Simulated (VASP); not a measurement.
Crystal: CdS.

```
Cd S
1.0
     0.00000    2.93921    2.93921
     2.93921    0.00000    2.93921
     2.93921    2.93921    0.00000
Cd S
1 1
Direct
  0.00000 0.00000 0.00000
  0.25000 0.25000 0.25000
```

Program: VASP 6.6.1. Alike in all runs: task single point; potentials or basis VASP PAW PBE potentials, release 64 (Cd, S); no spin polarisation; cell as given.

Order these runs on this cell by their band gap on the k mesh, lowest first.
A. level HSE06; k mesh 4 × 4 × 4; cutoff (eV) 400; smearing methfessel-paxton 0.05 eV; grid for exact exchange (PRECFOCK) Normal; screening parameter 0.2079 1/Å
B. level PBEsol; k mesh 6 × 6 × 6; cutoff (eV) 500; smearing gaussian 0.01 eV
C. level r2SCAN; k mesh 6 × 6 × 6; cutoff (eV) 550; smearing methfessel-paxton 0.001 eV

B (0.96 eV), C (1.54 eV), A (2.12 eV).

Caveats: some runs use coarse meshes.
